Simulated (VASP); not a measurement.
# MgO (I4mm) in VASP: notebook

Runs on MgO. Level: r2SCAN. Tasks: single point.

Program: VASP 6.6.1. These are calculated values, not measurements. Logs are shortened: lines on timing, memory, paths and dates and some standing lists are left out, and cuts for length are marked.

### Step 1. The cell of the first run

The structure is tetragonal, space group I4mm (No. 107). The conventional cell has a = 3.020 Å, b = 3.020 Å, c = 4.270 Å, α = 90.00°, β = 90.00°, γ = 90.00°. Within 2.8 Å of Mg (site symmetry 4mm) lie 6 O at 2.11 to 2.16 Å. O (site symmetry 4mm) has 6 Mg at 2.11 to 2.16 Å within 2.8 Å.

### Step 2. Single point, r2SCAN

Input file POSCAR:

```
MgO
1.0
    0.0000000000      2.1351500000      2.1351500000
    2.1351500000      0.0000000000      2.1351500000
    2.1351500000      2.1351500000      0.0000000000
Mg O
1 1
Direct
    0.0000000000      0.0000000000      0.0000000000
    0.4941456104      0.4941456104      0.5058543896
```

Input file INCAR.step1:

```
  PREC = Accurate
  ENCUT = 750
  ISMEAR = 0
  SIGMA = 0.05
  LREAL = F
  LASPH = T
  NELM = 120
  NBANDS = 15
  GGA = PE
  ALGO = Normal
  EDIFF = 1E-5
  LWAVE = T
  LCHARG = F
  GGA_COMPAT = F
```

Input file INCAR.step2:

```
  PREC = Accurate
  ENCUT = 750
  EDIFF = 1E-6
  ISMEAR = 0
  SIGMA = 0.05
  LREAL = F
  LASPH = T
  NELM = 120
  ALGO = Normal
  ISIF = 2
  LWAVE = F
  LCHARG = T
  METAGGA = R2SCAN
  LMIXTAU = T
  LELF = T
  LVHAR = T
  NBANDS = 15
  ISTART = 1
  GGA_COMPAT = F
```

Input file KPOINTS:

```
regular mesh
0
Gamma
  10 10 10
```

Potentials or basis: VASP PAW PBE potentials, release 64 (Mg_sv, O).

The run is started by

```
cat potpaw_PBE.64/Mg_sv/POTCAR potpaw_PBE.64/O/POTCAR > POTCAR
cp INCAR.step1 INCAR
mpirun -np 1 vasp_std > vasp.out
cp INCAR.step2 INCAR
mpirun -np 1 vasp_std > vasp.out
```

OUTCAR:

```text
PREC = Accurate
   ENCUT = 750
   EDIFF = 1E-6
   ISMEAR = 0
   LREAL = F
   LASPH = T
   NELM = 120
   ISIF = 2
   METAGGA = R2SCAN
   ISTART = 1

 ion  position               nearest neighbor table
   1  0.000  0.000  0.000-   2 2.11
   2  0.494  0.494  0.506-   1 2.11

  LATTYP: Found a face centered cubic cell.
 ALAT       =     4.2703000000

  Lattice vectors:

 A1 = (   0.0000000000,   2.1351500000,   2.1351500000)
 A2 = (   2.1351500000,   0.0000000000,   2.1351500000)
 A3 = (   2.1351500000,   2.1351500000,   0.0000000000)

Analysis of symmetry for initial positions (statically):
=====================================================================
 Subroutine PRICEL returns:
 Original cell was already a primitive cell.

 Routine SETGRP: Setting up the symmetry group for a
 face centered cubic supercell.

 Subroutine GETGRP returns: Found  8 space group operations
 (whereof  8 operations were pure point group operations)
 out of a pool of 48 trial point group operations.

The static configuration has the point symmetry C_4v.

Analysis of symmetry for dynamics (positions and initial velocities):
=====================================================================
 Subroutine PRICEL returns:
 Original cell was already a primitive cell.

 Routine SETGRP: Setting up the symmetry group for a
 face centered cubic supercell.

 Subroutine GETGRP returns: Found  8 space group operations
 (whereof  8 operations were pure point group operations)
 out of a pool of 48 trial point group operations.

The dynamic configuration has the point symmetry C_4v.

 Subroutine INISYM returns: Found  8 space group operations
 (whereof  8 operations are pure point group operations),
 and found     1 'primitive' translations

----------------------------------------------------------------------------------------

                                     Primitive cell

  volume of cell :      19.4677

  direct lattice vectors                    reciprocal lattice vectors
     0.000000000  2.135150000  2.135150000    -0.234175585  0.234175585  0.234175585
     2.135150000  0.000000000  2.135150000     0.234175585 -0.234175585  0.234175585
     2.135150000  2.135150000  0.000000000     0.234175585  0.234175585 -0.234175585

  length of vectors
     3.019558088  3.019558088  3.019558088     0.405604011  0.405604011  0.405604011

  position of ions in fractional coordinates (direct lattice)
     0.000000000  0.000000000  0.000000000
     0.494145610  0.494145610  0.505854390

  ion indices of the primitive-cell ions
   primitive index   ion index
                 1           1
                 2           2

----------------------------------------------------------------------------------------

 KPOINTS: regular mesh

Automatic generation of k-mesh.
 Grid dimensions read from file:
 generate k-points for:   10   10   10

 Generating k-lattice:

  Cartesian coordinates                     Fractional coordinates (reciprocal lattice)
    -0.023417558  0.023417558  0.023417558     0.100000000  0.000000000  0.000000000
     0.023417558 -0.023417558  0.023417558     0.000000000  0.100000000  0.000000000
     0.023417558  0.023417558 -0.023417558     0.000000000  0.000000000  0.100000000

  Length of vectors
     0.040560401  0.040560401  0.040560401

  Shift w.r.t. Gamma in fractional coordinates (k-lattice)
     0.000000000  0.000000000  0.000000000

 Subroutine IBZKPT returns following result:
 ===========================================

 Found    102 irreducible k-points:

 Following reciprocal coordinates:
            Coordinates               Weight
  0.000000  0.000000  0.000000      1.000000
  0.100000  0.000000  0.000000      8.000000
  0.200000  0.000000  0.000000      8.000000
  0.300000  0.000000  0.000000      8.000000
  0.400000  0.000000  0.000000      8.000000
  0.500000  0.000000  0.000000      4.000000
[... 16 lines left out ...]
 -0.100000  0.100000  0.000000      4.000000
  0.000000 -0.100000  0.100000      8.000000
 [... further k-points ...]
   k-points           NKPTS =    102   k-points in BZ     NKDIM =    102   number of bands    NBANDS=     15
   number of dos      NEDOS =    301   number of ions     NIONS =      2
   total plane-waves  NPLWV =  21952
   dimension x,y,z NGX =    28 NGY =   28 NGZ =   28
   dimension x,y,z NGXF=    56 NGYF=   56 NGZF=   56
   ions per type =               1   1
   NGX,Y,Z   is equivalent  to a cutoff of  15.42, 15.42, 15.42 a.u.
   NGXF,Y,Z  is equivalent  to a cutoff of  30.83, 30.83, 30.83 a.u.
 SYSTEM =  unknown system
   PREC   = accura    normal or accurate (medium, high low for compatibility)
   ISTART =      1    job   : 0-new  1-cont  2-samecut
   ICHARG =      0    charge: 1-file 2-atom 10-const
   ISPIN  =      1    spin polarized calculation?
   LNONCOLLINEAR =      F non collinear calculations
   LSORBIT =      F    spin-orbit coupling
   LASPH  =      T    aspherical Exc in radial PAW
   ENCUT  =  750.0 eV  55.12 Ry    7.42 a.u.   6.74  6.74  6.74*2*pi/ulx,y,z
   NELM   =    120;   NELMIN=  2; NELMDL=  0     # of ELM steps
   EDIFF  = 0.1E-05   stopping-criterion for ELM
   LREAL  =      F    real-space projection
   EDIFFG = 0.1E-04   stopping-criterion for IOM
   NSW    =      0    number of steps for IOM
   IBRION =     -1    ionic relax: 0-MD 1-quasi-New 2-CG
   NFREE  =      0    steps in history (QN), initial steepest desc. (CG)
   ISIF   =      2    stress and relaxation
   ISYM   =      2    0-nonsym 1-usesym 2-fastsym
   POTIM  = 0.5000    time-step for ionic-motion
   TEBEG  =    0.0;   TEEND  =   0.0 temperature during run
   PSTRESS=    0.0 pullay stress
   NELECT =      16.0000    total number of electrons
   NUPDOWN=      -1.0000    fix difference up-down
   EMIN   =  10.00;   EMAX   =-10.00  energy-range for DOS
   EFERMI =   0.00;   METHOD = LEGACY
   ISMEAR =     0;   SIGMA  =   0.05  broadening in eV -4-tet -1-fermi 0-gaus
   EFERMI_NEDOS =   21; number of points for ismear=-14 and -15
   IALGO  =     38    algorithm
   IMIX   =      4    mixing-type and parameters
     AMIX     =   0.40;   BMIX     =  1.00
     AMIX_MAG =   1.60;   BMIX_MAG =  1.00
  volume/ion in A,a.u.               =       9.73        65.69
  Fermi-wavevector in a.u.,A,eV,Ry     =   1.533474  2.897846 31.994681  2.351543
  Thomas-Fermi vector in A             =   2.640536
   LORBIT       =      0    0 simple, 1 ext, 2 COOP (PROOUT), +10 PAW based schemes
   METAGGA = R2SCAN    functional components
   LHFCALC =     F    Hartree Fock is set to
   AEXX    =    0.0000 exact exchange contribution
   IVDW    =     0    specifies the selected vdW correction
   LEPSILON=     F    determine dielectric tensor
   LRPA    =     F    only Hartree local field effects (RPA)
 non-spin polarized calculation
 Gauss-broadening in eV      SIGMA  =   0.05
  energy-cutoff  :      750.00
  volume of cell :       19.47
 maximum number of plane-waves:       934
   NGX = 13   NGY = 13   NGZ = 13

 number of electron      15.9999997 magnetization

 Free energy of the ion-electron system (eV)
  ---------------------------------------------------
  ext. energy  EPLUGINS =         0.00000000
  ---------------------------------------------------
  free energy    TOTEN  =       -16.14671436 eV

  energy without entropy =      -16.14671436  energy(sigma->0) =      -16.14671436

 E-fermi :   2.6412     XC(G=0): -11.8137

 val. band max:        2.2246999410   @ k =   0.0000   0.0000   0.0000
 cond. band min:       7.4690472824   @ k =   0.0000   0.0000   0.0000
 fundamental gap:      5.2443473413
 Fermi energy:         2.6412041739

 k-point     1 :       0.0000    0.0000    0.0000
  band No.  band energies     occupation
      1     -72.9023      2.00000
      2     -37.9968      2.00000
      3     -37.9968      2.00000
      4     -37.9967      2.00000
      5     -15.7590      2.00000
      6       2.2238      2.00000
      7       2.2247      2.00000
      8       2.2247      2.00000
      9       7.4690      0.00000
     10      18.8426      0.00000
     11      18.8437      0.00000
     12      18.8437      0.00000
     13      22.8266      0.00000
     14      24.6210      0.00000
     15      24.6227      0.00000

 k-point     2 :       0.1000    0.0000    0.0000
  band No.  band energies     occupation
      1     -72.9018      2.00000
      2     -38.0038      2.00000
      3     -37.9977      2.00000
      4     -37.9977      2.00000
      5     -15.6604      2.00000
      6       1.6103      2.00000
      7       2.1595      2.00000
      8       2.1599      2.00000
      9       8.0818      0.00000
     10      17.6041      0.00000
     11      19.0815      0.00000
     12      19.0820      0.00000
     13      23.8735      0.00000
     14      23.8752      0.00000
     15      24.4666      0.00000

 k-point     3 :       0.2000    0.0000    0.0000
  band No.  band energies     occupation
      1     -72.9001      2.00000
      2     -38.0218      2.00000
      3     -37.9994      2.00000
      4     -37.9994      2.00000
      5     -15.3908      2.00000
      6       0.3417      2.00000
      7       1.9953      2.00000
      8       1.9956      2.00000
      9       9.2944      0.00000
     10      16.0803      0.00000
     11      19.5557      0.00000
     12      19.5565      0.00000
     13      23.1697      0.00000
     14      23.1727      0.00000
     15      25.4005      0.00000
[... 343 lines left out ...]
 k-point    23 :      -0.1000    0.1000    0.0000
  band No.  band energies     occupation
      1     -72.9008      2.00000
      2     -38.0125      2.00000
      3     -38.0015      2.00000
      4     -37.9977      2.00000
      5     -15.5058      2.00000
      6       0.9214      2.00000
      7       1.9066      2.00000
      8       2.1115      2.00000
      9       8.8818      0.00000
     10      16.5276      0.00000
     11      19.2387      0.00000
     12      19.5154      0.00000
     13      22.4980      0.00000
     14      23.9897      0.00000
     15      25.9878      0.00000

 k-point    24 :       0.0000   -0.1000    0.1000
  band No.  band energies     occupation
      1     -72.9008      2.00000
      2     -38.0125      2.00000
      3     -38.0016      2.00000
      4     -37.9976      2.00000
      5     -15.5058      2.00000
      6       0.9215      2.00000
      7       1.9068      2.00000
      8       2.1112      2.00000
      9       8.8813      0.00000
     10      16.5283      0.00000
     11      19.2378      0.00000
     12      19.5160      0.00000
     13      22.5016      0.00000
     14      23.9892      0.00000
     15      25.9832      0.00000

 [... further k-points ...]

------------------------ aborting loop because EDIFF is reached ----------------------------------------

  FORCE on cell =-STRESS in cart. coord.  units (eV):
  Direction    XX          YY          ZZ          XY          YZ          ZX
  --------------------------------------------------------------------------------------
  -------------------------------------------------------------------------------------
  Total       -0.8572657     -0.8572657     -0.8338814      0.0000000      0.0000000      0.0000000
  in kB      -70.5522501    -70.5522501    -68.6277427      0.0000000      0.0000000      0.0000000
  external PRESSURE =     -69.9107476 kB  Pullay stress =       0.0000000 kB

 VOLUME and BASIS-vectors are now :
 -----------------------------------------------------------------------------
  energy-cutoff  :      750.00
  volume of cell :       19.47
      direct lattice vectors                 reciprocal lattice vectors
     0.000000000  2.135150000  2.135150000    -0.234175585  0.234175585  0.234175585
     2.135150000  0.000000000  2.135150000     0.234175585 -0.234175585  0.234175585
     2.135150000  2.135150000  0.000000000     0.234175585  0.234175585 -0.234175585

 POSITION                                       TOTAL-FORCE (eV/Angst)
 -----------------------------------------------------------------------------------
      0.00000      0.00000      0.00000         0.000000      0.000000     -0.115913
      2.13515      2.13515      2.11015         0.000000      0.000000      0.115913
 -----------------------------------------------------------------------------------
    total drift:                               -0.000000     -0.000000     -0.006561

  FREE ENERGIE OF THE ION-ELECTRON SYSTEM (eV)
  ---------------------------------------------------
  free  energy   TOTEN  =       -16.1467143633 eV

  energy  without entropy=      -16.1467143633  energy(sigma->0) =      -16.14671436
```

Wall time 3.3 min (1 thread of AMD EPYC 9R14 (Zen 4), shared host); peak memory 0.16 GiB.

Results:

- Free energy: -16.1467 eV
- Pressure: -7.0 GPa
- Largest force: 0.116 eV/Å
- Band gap on the k mesh: 5.24 eV

Forces on the atoms (eV/Å):
```
Mg   0.000  0.000 -0.116
O    0.000  0.000  0.116
```

Caveat: the cell differs from its parent crystal (all O atoms moved +0.025 Å, as atom 2 towards its neighbour atom 1 (Mg) at 2.135 Å); the cell stands under tension; the PAW data sets were made with another functional, which shifts forces and pressure a little.

### Step 3. Single point, r2SCAN

Edit POSCAR of step 2 so:

```diff
@@ -9,2 +9,2 @@
     0.0000000000      0.0000000000      0.0000000000
-    0.4941456104      0.4941456104      0.5058543896
+    0.4970728052      0.4970728052      0.5029271948
```

Input file INCAR.step1:

```
SYSTEM = MgO
PREC     = Accurate       ! precision mode
ENCUT    = 750            ! plane-wave cutoff, eV
ISMEAR   = 0              ! smearing method
SIGMA    = 0.05           ! smearing width, eV
LREAL    = .FALSE.        ! projectors in reciprocal space
LASPH    = .TRUE.         ! aspherical terms in the spheres
NELM     = 120            ! most SCF steps
NBANDS   = 15             ! bands
GGA      = PE             ! functional
ALGO     = Normal         ! electronic algorithm
EDIFF    = 1E-5           ! SCF threshold, eV
LWAVE    = .TRUE.         ! write WAVECAR
LCHARG   = .FALSE.        ! write CHGCAR
GGA_COMPAT= .FALSE.
```

Input file INCAR.step2:

```
SYSTEM = MgO
PREC     = Accurate       ! precision mode
ENCUT    = 750            ! plane-wave cutoff, eV
EDIFF    = 1E-6           ! SCF threshold, eV
ISMEAR   = 0              ! smearing method
SIGMA    = 0.05           ! smearing width, eV
LREAL    = .FALSE.        ! projectors in reciprocal space
LASPH    = .TRUE.         ! aspherical terms in the spheres
NELM     = 120            ! most SCF steps
ALGO     = Normal         ! electronic algorithm
ISIF     = 2              ! what is computed and relaxed
LWAVE    = .FALSE.        ! write WAVECAR
LCHARG   = .FALSE.        ! write CHGCAR
METAGGA  = R2SCAN         ! meta-GGA
LMIXTAU  = .TRUE.       
NBANDS   = 15             ! bands
ISTART   = 1            
GGA_COMPAT= .FALSE.
```

Input file KPOINTS:

```
Automatic mesh
0
G
  10 10 10
  0 0 0
```

Potentials or basis: VASP PAW PBE potentials, release 64 (Mg_sv, O).

The run is started by

```
cat potpaw_PBE.64/Mg_sv/POTCAR potpaw_PBE.64/O/POTCAR > POTCAR
cp INCAR.step1 INCAR
mpirun -np 1 vasp_std > vasp.out
cp INCAR.step2 INCAR
mpirun -np 1 vasp_std > vasp.out
```

It took 3 min on 1 thread of Intel Xeon 6975P-C (Granite Rapids), shared host; peak memory 0.19 GiB.

It converged, with:

- Free energy: -16.1478 eV
- Pressure: -7.0 GPa
- Largest force: 0.058 eV/Å
- Band gap on the k mesh: 5.24 eV

Forces on the atoms (eV/Å):
```
Mg   0.000  0.000 -0.058
O    0.000  0.000  0.058
```

Levels at points of the mesh, in eV from the valence-band top:
| k point | band 4 | band 5 | band 6 | band 7 | band 8 | band 9 | band 10 | band 11 | band 12 | band 13 |
| --- | --- | --- | --- | --- | --- | --- | --- | --- | --- | --- |
| (0.00, 0.00, 0.00) | -40.22 | -17.98 | 0.00 | 0.00 | 0.00 | 5.24 | 16.62 | 16.62 | 16.62 | 20.60 |
| (0.50, 0.00, 0.00) | -40.23 | -16.81 | -4.42 | -0.63 | -0.63 | 8.56 | 13.36 | 17.08 | 17.08 | 21.87 |
| (0.50, 0.50, 0.00) | -40.25 | -16.61 | -3.91 | -1.31 | -1.31 | 9.98 | 10.71 | 13.86 | 19.81 | 19.81 |
| (0.00, 0.50, 0.50) | -40.25 | -16.61 | -3.91 | -1.31 | -1.31 | 9.98 | 10.71 | 13.86 | 19.81 | 19.81 |

Caveat: the cell differs from its parent crystal (all O atoms moved +0.013 Å, as atom 2 towards its neighbour atom 1 (Mg) at 2.135 Å); the cell stands under tension; the PAW data sets were made with another functional, which shifts forces and pressure a little.

### Step 4. Single point, r2SCAN

Edit POSCAR of step 3 so:

```diff
@@ -9,2 +9,2 @@
     0.0000000000      0.0000000000      0.0000000000
-    0.4970728052      0.4970728052      0.5029271948
+    0.5234175585      0.5234175585      0.4765824415
```

Input file INCAR.step1:

```
SYSTEM = MgO
ALGO = Normal
EDIFF = 1E-5
ENCUT = 750
GGA = PE
GGA_COMPAT = .FALSE.
ISMEAR = 0
LASPH = .TRUE.
LCHARG = .FALSE.
LREAL = .FALSE.
LWAVE = .TRUE.
NBANDS = 15
NELM = 120
PREC = Accurate
SIGMA = 0.05
```

Input file INCAR.step2:

```
SYSTEM = MgO
ALGO = Normal
EDIFF = 1E-6
ENCUT = 750
GGA_COMPAT = .FALSE.
ISIF = 2
ISMEAR = 0
ISTART = 1
LASPH = .TRUE.
LCHARG = .TRUE.
LELF = .TRUE.
LMIXTAU = .TRUE.
LREAL = .FALSE.
LVHAR = .TRUE.
LWAVE = .FALSE.
METAGGA = R2SCAN
NBANDS = 15
NELM = 120
PREC = Accurate
SIGMA = 0.05
```

Input file KPOINTS:

```
k-points
0
G
  10 10 10
  0 0 0
```

The run is started by

```
cat potpaw_PBE.64/Mg_sv/POTCAR potpaw_PBE.64/O/POTCAR > POTCAR
cp INCAR.step1 INCAR
mpirun -np 1 vasp_std > vasp.out
cp INCAR.step2 INCAR
mpirun -np 1 vasp_std > vasp.out
```

Wall time 2 min (1 thread of Intel Xeon Platinum 8488C (Sapphire Rapids), shared host); peak memory 0.19 GiB.

It converged, with:

```
Free energy            : -16.1242 eV
Pressure               : -6.2 GPa
Largest force          : 0.491 eV/Å
Band gap on the k mesh : 5.24 eV
```

Forces in eV/Å, atoms in the order of the input:
```
Mg   0.000  0.000  0.491
O    0.000  0.000 -0.491
```

Stress tensor (GPa, compression positive):
```
-7.23  0.00  0.00
 0.00 -7.23  0.00
 0.00  0.00 -4.12
```

Levels at points of the mesh, in eV from the valence-band top:
| k point | band 5 | band 6 | band 7 | band 8 | band 9 | band 10 | band 11 | band 12 |
| --- | --- | --- | --- | --- | --- | --- | --- | --- |
| (0.00, 0.00, 0.00) | -17.98 | -0.01 | 0.00 | 0.00 | 5.24 | 16.64 | 16.66 | 16.66 |
| (0.50, 0.00, 0.00) | -16.81 | -4.41 | -0.63 | -0.62 | 8.56 | 13.32 | 17.07 | 17.12 |
| (0.50, 0.50, 0.00) | -16.61 | -3.89 | -1.30 | -1.30 | 9.99 | 10.65 | 13.88 | 19.83 |
| (0.00, 0.50, 0.50) | -16.61 | -3.90 | -1.31 | -1.31 | 10.01 | 10.66 | 13.87 | 19.80 |

Caveat: the cell differs from its parent crystal (all O atoms moved -0.100 Å, as atom 2 towards its neighbour atom 1 (Mg) at 2.135 Å); the cell stands under tension; the PAW data sets were made with another functional, which shifts forces and pressure a little.

### Step 5. Overview

```tsv
cell	gap on the mesh (eV)	pressure (GPa)	largest force (eV/Å)
as given, atomic positions A	5.24	-7.0	0.12
as given, atomic positions B	5.24	-7.0	0.06
as given, atomic positions C	5.24	-6.2	0.49
```

Alike in all rows: task single point; level r2SCAN; potentials or basis VASP PAW PBE potentials, release 64 (Mg_sv, O); no spin polarisation; k mesh 10 × 10 × 10; cutoff (eV) 750; smearing gaussian 0.05 eV.

Caveats: the cell stands under tension; the PAW data sets were made with another functional, which shifts forces and pressure a little.

Absolute energies hang on the potentials; compare differences alone.
